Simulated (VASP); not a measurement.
# HfN (F-43m) in VASP: notebook, part 2 of 2

VASP 6.6.1. The steps go on from the part before.

## Step 3: Single point, PBEsol

This run uses another cell than the first one, of 14.41 Å³/atom, 1.024 times its volume.

Input file INCAR:

```
SYSTEM = HfN
PREC = Accurate
ENCUT = 520
EDIFF = 1E-7
ISMEAR = 1
SIGMA = 0.1
LREAL = .FALSE.
LASPH = .TRUE.
NELM = 100
ALGO = Normal
ISIF = 2
LWAVE = .FALSE.
LCHARG = .TRUE.
GGA = PS
LELF = .TRUE.
LVHAR = .TRUE.
NBANDS = 14
```

Input file KPOINTS:

```
Automatic mesh
0
G
  11 11 11
  0 0 0
```

Input file POSCAR:

```
HfN
1.0
    0.0000000000      2.4336368668      2.4336368668
    2.4336368668      0.0000000000      2.4336368668
    2.4336368668      2.4336368668      0.0000000000
Hf N
1 1
Direct
    0.0000000000      0.0000000000      0.0000000000
    0.7500000000      0.7500000000      0.7500000000
```

Potentials or basis: VASP PAW PBE potentials, release 64 (Hf_pv, N).

Run with:

```bash
$ cat potpaw_PBE.64/Hf_pv/POTCAR potpaw_PBE.64/N/POTCAR > POTCAR
$ mpirun -np 1 vasp_std > vasp.out
```

OUTCAR:

```text
SYSTEM = HfN
   PREC = Accurate
   ENCUT = 520
   EDIFF = 1E-7
   ISMEAR = 1
   LREAL = .FALSE.
   LASPH = .TRUE.
   NELM = 100
   ISIF = 2
   GGA = PS

 ion  position               nearest neighbor table
   1  0.000  0.000  0.000-   2 2.11   2 2.11   2 2.11   2 2.11
   2  0.750  0.750  0.750-   1 2.11   1 2.11   1 2.11   1 2.11

  LATTYP: Found a face centered cubic cell.
 ALAT       =     4.8672737336

  Lattice vectors:

 A1 = (   0.0000000000,   2.4336368668,   2.4336368668)
 A2 = (   2.4336368668,   0.0000000000,   2.4336368668)
 A3 = (   2.4336368668,   2.4336368668,   0.0000000000)

Analysis of symmetry for initial positions (statically):
=====================================================================
 Subroutine PRICEL returns:
 Original cell was already a primitive cell.

 Routine SETGRP: Setting up the symmetry group for a
 face centered cubic supercell.

 Subroutine GETGRP returns: Found 24 space group operations
 (whereof 24 operations were pure point group operations)
 out of a pool of 48 trial point group operations.

The static configuration has the point symmetry T_d .

Analysis of symmetry for dynamics (positions and initial velocities):
=====================================================================
 Subroutine PRICEL returns:
 Original cell was already a primitive cell.

 Routine SETGRP: Setting up the symmetry group for a
 face centered cubic supercell.

 Subroutine GETGRP returns: Found 24 space group operations
 (whereof 24 operations were pure point group operations)
 out of a pool of 48 trial point group operations.

The dynamic configuration has the point symmetry T_d .

 Subroutine INISYM returns: Found 24 space group operations
 (whereof 24 operations are pure point group operations),
 and found     1 'primitive' translations

----------------------------------------------------------------------------------------

                                     Primitive cell

  volume of cell :      28.8269

  direct lattice vectors                    reciprocal lattice vectors
     0.000000000  2.433636867  2.433636867    -0.205453824  0.205453824  0.205453824
     2.433636867  0.000000000  2.433636867     0.205453824 -0.205453824  0.205453824
     2.433636867  2.433636867  0.000000000     0.205453824  0.205453824 -0.205453824

  length of vectors
     3.441682263  3.441682263  3.441682263     0.355856461  0.355856461  0.355856461

  position of ions in fractional coordinates (direct lattice)
     0.000000000  0.000000000  0.000000000
     0.750000000  0.750000000  0.750000000

  ion indices of the primitive-cell ions
   primitive index   ion index
                 1           1
                 2           2

----------------------------------------------------------------------------------------

 KPOINTS: Automatic mesh

Automatic generation of k-mesh.
 Grid dimensions read from file:
 generate k-points for:   11   11   11

 Generating k-lattice:

  Cartesian coordinates                     Fractional coordinates (reciprocal lattice)
    -0.018677620  0.018677620  0.018677620     0.090909091  0.000000000  0.000000000
     0.018677620 -0.018677620  0.018677620     0.000000000  0.090909091  0.000000000
     0.018677620  0.018677620 -0.018677620     0.000000000  0.000000000  0.090909091

  Length of vectors
     0.032350587  0.032350587  0.032350587

  Shift w.r.t. Gamma in fractional coordinates (k-lattice)
[... 38 lines left out ...]
   dimension x,y,z NGXF=    56 NGYF=   56 NGZF=   56
   ions per type =               1   1
   NGX,Y,Z   is equivalent  to a cutoff of  13.53, 13.53, 13.53 a.u.
   NGXF,Y,Z  is equivalent  to a cutoff of  27.05, 27.05, 27.05 a.u.
 SYSTEM =  HfN
   PREC   = accura    normal or accurate (medium, high low for compatibility)
   ISTART =      0    job   : 0-new  1-cont  2-samecut
   ICHARG =      2    charge: 1-file 2-atom 10-const
   ISPIN  =      1    spin polarized calculation?
   LNONCOLLINEAR =      F non collinear calculations
   LSORBIT =      F    spin-orbit coupling
   LASPH  =      T    aspherical Exc in radial PAW
   ENCUT  =  520.0 eV  38.22 Ry    6.18 a.u.   6.40  6.40  6.40*2*pi/ulx,y,z
   NELM   =    100;   NELMIN=  2; NELMDL= -5     # of ELM steps
   EDIFF  = 0.1E-06   stopping-criterion for ELM
   LREAL  =      F    real-space projection
   EDIFFG = 0.1E-05   stopping-criterion for IOM
   NSW    =      0    number of steps for IOM
   IBRION =     -1    ionic relax: 0-MD 1-quasi-New 2-CG
   NFREE  =      0    steps in history (QN), initial steepest desc. (CG)
   ISIF   =      2    stress and relaxation
   ISYM   =      2    0-nonsym 1-usesym 2-fastsym
   POTIM  = 0.5000    time-step for ionic-motion
   TEBEG  =    0.0;   TEEND  =   0.0 temperature during run
   PSTRESS=    0.0 pullay stress
   NELECT =      15.0000    total number of electrons
   NUPDOWN=      -1.0000    fix difference up-down
   EMIN   =  10.00;   EMAX   =-10.00  energy-range for DOS
   EFERMI =   0.00;   METHOD = LEGACY
   ISMEAR =     1;   SIGMA  =   0.10  broadening in eV -4-tet -1-fermi 0-gaus
   EFERMI_NEDOS =   21; number of points for ismear=-14 and -15
   IALGO  =     38    algorithm
   IMIX   =      4    mixing-type and parameters
     AMIX     =   0.40;   BMIX     =  1.00
     AMIX_MAG =   1.60;   BMIX_MAG =  1.00
  volume/ion in A,a.u.               =      14.41        97.27
  Fermi-wavevector in a.u.,A,eV,Ry     =   1.316759  2.488313 23.590503  1.733853
  Thomas-Fermi vector in A             =   2.446848
   LORBIT       =      0    0 simple, 1 ext, 2 COOP (PROOUT), +10 PAW based schemes
   GGA     = PS    functional components
   LHFCALC =     F    Hartree Fock is set to
   AEXX    =    0.0000 exact exchange contribution
   IVDW    =     0    specifies the selected vdW correction
   LEPSILON=     F    determine dielectric tensor
   LRPA    =     F    only Hartree local field effects (RPA)
 non-spin polarized calculation
 Methfessel and Paxton  Order N= 1 SIGMA  =   0.10
  energy-cutoff  :      520.00
  volume of cell :       28.83
 maximum number of plane-waves:       789
 NGX is ok and might be reduce to    28
   NGX = 13   NGY = 13   NGZ = 13

 number of electron      15.0000002 magnetization

 Free energy of the ion-electron system (eV)
  ---------------------------------------------------
  ext. energy  EPLUGINS =         0.00000000
  ---------------------------------------------------
  free energy    TOTEN  =       -22.27089408 eV

  energy without entropy =      -22.27059262  energy(sigma->0) =      -22.27079359

 E-fermi :   5.7214     XC(G=0): -11.5214

 val. band max:        5.6913430731   @ k =   0.4545   0.2727   0.0909
 cond. band min:       5.7278816605   @ k =   0.0909   0.0909   0.0000
 fundamental gap:      0.0365385873
 Fermi energy:         5.7214227988

 k-point     1 :       0.0000    0.0000    0.0000
  band No.  band energies     occupation
      1     -25.1633      2.00000
      2     -25.1633      2.00000
      3     -25.1633      2.00000
      4     -10.4300      2.00000
      5       0.2279      2.00000
      6       0.2279      2.00000
      7       0.2279      2.00000
      8       5.1335      2.00000
      9       8.0661      0.00000
     10       8.0661      0.00000
     11      12.5579      0.00000
     12      12.5579      0.00000
     13      12.5579      0.00000
     14      18.2291      0.00000
[... 377 lines left out ...]
      1     -25.4632      2.00000
      2     -25.2790      2.00000
      3     -25.1996      2.00000
      4      -9.5965      2.00000
      5      -0.4209      2.00000
      6       0.6807      2.00000
      7       0.7157      2.00000
      8       6.9600     -0.00000
      9       7.6655     -0.00000
     10       8.2120      0.00000
     11      11.2720      0.00000
     12      12.6514      0.00000
     13      13.4333      0.00000
     14      15.1190      0.00000

 [... further k-points ...]

------------------------ aborting loop because EDIFF is reached ----------------------------------------

  FORCE on cell =-STRESS in cart. coord.  units (eV):
  Direction    XX          YY          ZZ          XY          YZ          ZX
  --------------------------------------------------------------------------------------
  -------------------------------------------------------------------------------------
  Total       -0.1509686     -0.1509686     -0.1509686      0.0000000      0.0000000     -0.0000000
  in kB       -8.3907336     -8.3907336     -8.3907336      0.0000000      0.0000000     -0.0000000
  external PRESSURE =      -8.3907336 kB  Pullay stress =       0.0000000 kB

 VOLUME and BASIS-vectors are now :
 -----------------------------------------------------------------------------
  energy-cutoff  :      520.00
  volume of cell :       28.83
      direct lattice vectors                 reciprocal lattice vectors
     0.000000000  2.433636867  2.433636867    -0.205453824  0.205453824  0.205453824
     2.433636867  0.000000000  2.433636867     0.205453824 -0.205453824  0.205453824
     2.433636867  2.433636867  0.000000000     0.205453824  0.205453824 -0.205453824

 POSITION                                       TOTAL-FORCE (eV/Angst)
 -----------------------------------------------------------------------------------
      0.00000      0.00000      0.00000         0.000000      0.000000      0.000000
      3.65046      3.65046      3.65046        -0.000000     -0.000000     -0.000000
 -----------------------------------------------------------------------------------
    total drift:                                0.000000      0.000000      0.000000

  FREE ENERGIE OF THE ION-ELECTRON SYSTEM (eV)
  ---------------------------------------------------
  free  energy   TOTEN  =       -22.2708940766 eV

  energy  without entropy=      -22.2705926192  energy(sigma->0) =      -22.27079359
```

OSZICAR:

```text
N       E                     dE             d eps       ncg     rms          rms(c)
DAV:   1     0.399112219188E+02    0.39911E+02   -0.77675E+03  1568   0.978E+02
DAV:   2    -0.231927236639E+02   -0.63104E+02   -0.59152E+02  2086   0.230E+02
DAV:   3    -0.255614394033E+02   -0.23687E+01   -0.23605E+01  1832   0.371E+01
DAV:   4    -0.255743266802E+02   -0.12887E-01   -0.12886E-01  1820   0.327E+00
DAV:   5    -0.255744510742E+02   -0.12439E-03   -0.12439E-03  1856   0.281E-01    0.570E+01
DAV:   6    -0.224030797153E+02    0.31714E+01   -0.11435E+01  1706   0.236E+01    0.409E+01
DAV:   7    -0.222979549560E+02    0.10512E+00   -0.65903E-01  1670   0.721E+00    0.248E+01
DAV:   8    -0.222777422551E+02    0.20213E-01   -0.92267E-02  1838   0.272E+00    0.596E+00
DAV:   9    -0.222711173837E+02    0.66249E-02   -0.18911E-02  1784   0.101E+00    0.176E+00
DAV:  10    -0.222709439845E+02    0.17340E-03   -0.16339E-03  1814   0.362E-01    0.386E-01
DAV:  11    -0.222708968177E+02    0.47167E-04   -0.13892E-04  1844   0.110E-01    0.889E-02
DAV:  12    -0.222708941741E+02    0.26437E-05   -0.22375E-05  2054   0.368E-02    0.232E-02
DAV:  13    -0.222708940766E+02    0.97410E-07   -0.89401E-07  1766   0.890E-03
   1 F= -.22270894E+02 E0= -.22270794E+02  d E =-.301457E-03
```

stdout:

```text
POSCAR found type information on POSCAR HfN
 POSCAR found :  2 types and       2 ions
 scaLAPACK will be used
 -----------------------------------------------------------------------------
|                                                                             |
|                                                                             |
|     You enforced a specific xc type in the INCAR file but a different       |
|     I HOPE YOU KNOW WHAT YOU ARE DOING!                                     |
|                                                                             |
 -----------------------------------------------------------------------------

 LDA part: xc-table for (Slater+PW92), standard interpolation
 POSCAR, INCAR and KPOINTS ok, starting setup
 FFT: planning ... GRIDC
 FFT: planning ... GRID_SOFT
 FFT: planning ... GRID
 WAVECAR not read
 entering main loop
```

It took 34 s on 1 thread of Intel Xeon Platinum 8259CL at 2.50GHz (Skylake/Cascade Lake), shared host; peak memory 0.17 GiB.

What came out:

```
Free energy : -22.2709 eV
Pressure    : -0.8 GPa
```

Levels at points of the mesh, in eV from the Fermi level:
```tsv
k point	band 4	band 5	band 6	band 7	band 8	band 9	band 10	band 11
(0.00, 0.00, 0.00)	-16.15	-5.49	-5.49	-5.49	-0.59	2.34	2.34	6.84
```

Caveat: the PAW data sets were made with another functional, which shifts forces and pressure a little; spin-orbit coupling is left out, which moves the levels of the heavy elements.

## Step 4: Single point, BLYP+D3(BJ)

This run uses another cell than the first one, of 14.64 Å³/atom, 1.040 times its volume.

Input file INCAR:

```
AGGAC = 1.0 ; AGGAX = 1.0
ALDAC = 0.0 ; ALDAX = 1.0
ALGO = Normal ; EDIFF = 1E-6
ENCUT = 520 ; GGA = B5
ISIF = 2 ; ISMEAR = 1
IVDW = 12 ; LASPH = T
LCHARG = F ; LREAL = F
LWAVE = F ; NBANDS = 14
NELM = 60 ; PREC = Accurate
SIGMA = 0.1 ; VDW_A1 = 0.4298
VDW_A2 = 4.2359 ; VDW_S6 = 1.0
VDW_S8 = 2.6996
```

Input file KPOINTS:

```
k-points
0
Gamma
  11 11 11
```

Input file POSCAR:

```
HfN
1.0
    0.0000000000      2.4462810888      2.4462810888
    2.4462810888      0.0000000000      2.4462810888
    2.4462810888      2.4462810888      0.0000000000
Hf N
1 1
Direct
    0.0000000000      0.0000000000      0.0000000000
    0.7500000000      0.7500000000      0.7500000000
```

Run with:

```bash
$ cat potpaw_PBE.64/Hf_pv/POTCAR potpaw_PBE.64/N/POTCAR > POTCAR
$ mpirun -np 1 vasp_std > vasp.out
```

Wall time 33 s (1 thread of Intel Xeon Platinum 8259CL at 2.50GHz (Skylake/Cascade Lake), shared host); peak memory 0.18 GiB.

The run converged. Its results:

- Free energy: -21.1610 eV
- Pressure: -0.4 GPa
- Dispersion energy per atom: -0.710 eV

Levels at points of the mesh, in eV from the Fermi level:
```tsv
k point	band 4	band 5	band 6	band 7	band 8	band 9	band 10	band 11
(0.00, 0.00, 0.00)	-16.14	-5.51	-5.51	-5.51	-0.50	2.21	2.21	6.60
```

Caveat: the PAW data sets were made with another functional, which shifts forces and pressure a little; spin-orbit coupling is left out, which moves the levels of the heavy elements; pairwise dispersion overbinds metals, which lowers pressure and volume.

## Step 5: Relaxation of cell and atoms, LDA

This run uses another cell than the first one, of 14.79 Å³/atom, 1.051 times its volume.

Input file INCAR:

```
PREC = Accurate
ENCUT = 600
EDIFF = 1E-7
ISMEAR = 1
SIGMA = 0.1
LREAL = False
LASPH = True
NELM = 80
ALGO = Normal
ISIF = 3
LWAVE = False
LCHARG = False
GGA = CA
IBRION = 2
NSW = 80
EDIFFG = -0.03
```

Input file KPOINTS:

```
regular mesh
0
Gamma
  11 11 11
```

Input file POSCAR:

```
HfN
1.0
    0.0000000000      2.4548220000      2.4548220000
    2.4548220000      0.0000000000      2.4548220000
    2.4548220000      2.4548220000      0.0000000000
Hf N
1 1
Direct
    0.0000000000      0.0000000000      0.0000000000
    0.7500000000      0.7500000000      0.7500000000
```

Potentials or basis: VASP PAW LDA potentials, release 64 (Hf_pv, N).

Run with:

```bash
$ cat potpaw_LDA.64/Hf_pv/POTCAR potpaw_LDA.64/N/POTCAR > POTCAR
$ mpirun -np 1 vasp_std > vasp.out
```

It took 54 s on 1 thread of Intel Xeon Platinum 8259CL at 2.50GHz (Skylake/Cascade Lake), shared host; peak memory 0.17 GiB.

Results (log left out):

```yaml
Free_energy: -23.0661 eV
Relaxed_volume: 14.08 Å³/atom
Relaxed_cell: a = 3.415 Å, b = 3.415 Å, c = 3.415 Å, α = 60.00°, β = 60.00°, γ = 60.00°
Space_group_after_relaxing_to_0.05_Å: F-43m (No. 216)
Energy_gained_by_relaxing: 23.8 meV/atom
Ionic_steps: 3
Pressure_after_relaxing: -0.3 GPa
```

Step by step:
| step | energy change (eV) | largest force (eV/Å) | pressure (GPa) | volume (Å³) |
| --- | --- | --- | --- | --- |
| 1 | 0.0000 | 0.0000 | -9.98 | 29.59 |
| 2 | 0.1020 | 0.0000 | 22.44 | 25.81 |
| 3 | -0.0477 | 0.0000 | -0.29 | 28.16 |

Final structure:
```
Hf N
1.0
     0.00000    2.41461    2.41461
     2.41461    0.00000    2.41461
     2.41461    2.41461    0.00000
Hf N
1 1
Direct
  0.00000 0.00000 0.00000
  0.75000 0.75000 0.75000
```

Levels at points of the mesh, in eV from the Fermi level:
```csv
k point,band 5,band 6,band 7,band 8,band 9,band 10
"(0.00, 0.00, 0.00)",-5.61,-5.61,-5.61,-0.43,2.31,2.31
```

Caveat: spin-orbit coupling is left out, which moves the levels of the heavy elements.

## Step 6: Summary

| task | level | potentials or basis | cell | cutoff (eV) | gap on the mesh (eV) | pressure (GPa) |
| --- | --- | --- | --- | --- | --- | --- |
| single point | LDA | VASP PAW LDA potentials, release 64 (Hf_pv, N) | a = 3.414 Å, angles 60.0°, 2 atoms | 520 | none | -0.1 |
| single point | PBEsol | VASP PAW PBE potentials, release 64 (Hf_pv, N) | a = 3.442 Å, angles 60.0°, 2 atoms | 520 | none | -0.8 |
| single point | BLYP+D3(BJ) | VASP PAW PBE potentials, release 64 (Hf_pv, N) | a = 3.460 Å, angles 60.0°, 2 atoms | 520 | none | -0.4 |
| relaxation of cell and atoms | LDA | VASP PAW LDA potentials, release 64 (Hf_pv, N) | relaxed from a = 3.472 Å, angles 60.0°, 2 atoms | 600 | none | -0.3 |

Alike in all rows: no spin polarisation; k mesh 11 × 11 × 11; smearing methfessel-paxton 0.1 eV.

Caveats: spin-orbit coupling is left out, which moves the levels of the heavy elements; the PAW data sets were made with another functional, which shifts forces and pressure a little (some runs); pairwise dispersion overbinds metals, which lowers pressure and volume (some runs).

Total energies depend on the potentials used, so only differences within one code and one set of settings carry meaning.
